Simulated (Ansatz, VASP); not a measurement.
**InSb2 in VASP and in Ansatz**

```xyz
6
Lattice="2.9923 1.7276 6.0315 -2.9923 1.7276 6.0315 0.0000 -3.4552 6.0315" Properties=species:S:1:pos:R:3 pbc="T T T"
In    0.0000    0.0000    2.3660
In    0.0000    0.0000   15.7284
Sb    0.0000    1.7276    6.0315
Sb   -1.4962   -0.8638    6.0315
Sb    1.4962   -0.8638    6.0315
Sb    0.0000    0.0000    9.0472
```

Change from the starting cell: species swapped into the TbCo2 type (R-3m, No. 166).

Alike in both runs: functional PBE; k mesh 3 × 3 × 3; occupations gaussian, width 0.1 eV; no spin polarisation.

Ansatz relaxed the structure, and its values are those at the end. VASP's run is a single point on that final structure, the one shown.

```csv
,VASP,Ansatz
version,VASP 6.6.1,Ansatz 0.2.0
potentials or method,"VASP PAW PBE potentials, release 64 (In_d, Sb), cutoff 520 eV","scalar-relativistic, plane waves, PAW"
valence electrons in the cell,46,86
```

|  | VASP | Ansatz | Ansatz less VASP |
| --- | --- | --- | --- |
| gap on the k mesh at the Fermi level (eV) | none | none | - |
| pressure (GPa) | -0.1 | 0.0 | +0.04 |
| rms of the force components (eV/Å) | 0.011 | 0.011 | -0.0002 |

A gap of «none» marks a metal or a gap that the smearing closes. VASP's potentials hold 46 valence electrons a cell and Ansatz's 86, so a difference there can come from the potentials and not from the codes.

The k mesh is coarse, so the values compare programs but aren't converged. Spin-orbit coupling is off throughout.
